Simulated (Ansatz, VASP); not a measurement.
One calculation of Ti2O, two programs

```xyz
3
Lattice="2.9530 0.0000 0.0000 -1.4765 2.5573 0.0000 0.0000 0.0000 4.7237" Properties=species:S:1:pos:R:3 pbc="T T T"
Ti    1.4765    0.8524    1.2408
Ti    0.0000    1.7049    3.4829
O     0.0000    0.0000    0.0000
```

Alike in both runs: task single point; functional PBEsol; k mesh 12 × 12 × 8; occupations gaussian, width 0.15 eV; no spin polarisation.

|  | VASP | Ansatz |
| --- | --- | --- |
| version | VASP 6.6.1 | Ansatz 0.2.0 |
| potentials or method | VASP PAW PBE potentials, release 64 (Ti_sv, O), cutoff 520 eV | scalar-relativistic, plane waves, PAW |
| valence electrons in the cell | 30 | 30 |

```tsv
	VASP	Ansatz	Ansatz less VASP
gap on the k mesh at the Fermi level (eV)	none	none	-
pressure (GPa)	0.4	0.0	-0.34
rms of the force components (eV/Å)	0.023	0.001	-0.0223
```

VASP's potentials were made for PBE, not for PBEsol. Atom by atom the forces differ by 0.022 eV/Å (rms over components). A gap of «none» marks a metal or a gap that the smearing closes. The functional is the same, so the differences come from potentials, cutoffs and numerics.
